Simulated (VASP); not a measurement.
Ce:

```
Ce
1.0
     0.00000    2.36806    2.36806
     2.36806    0.00000    2.36806
     2.36806    2.36806    0.00000
Ce
1
Direct
  0.00000 0.00000 0.00000
```

Base run:

* Program: VASP 6.6.1
* Functional: PBE
* Potentials or basis: VASP PAW PBE potentials, release 64 (Ce)
* Cutoff: 520 eV
* k mesh: 11 × 11 × 11
* Occupations: fermi-dirac, width 0.05 eV
* Spin: collinear spin, ferromagnetic start
* Starting moments: [1.0] μB

Its results: band gap on the k mesh zero (filled and empty bands overlap); pressure -0.1 GPa; net moment 0.00 μB per cell.

Question: The run is repeated on the same cell with these changes: occupations from fermi-dirac, width 0.05 eV to fermi-dirac, width 0.6 eV. What comes out?

Answer: Band gap on the k mesh zero (filled and empty bands overlap); pressure 11.3 GPa; net moment 0.00 μB per cell.

Caveats: the magnetic or orbital state may not be the lowest; spin-orbit coupling is left out, which moves the levels of the heavy elements.
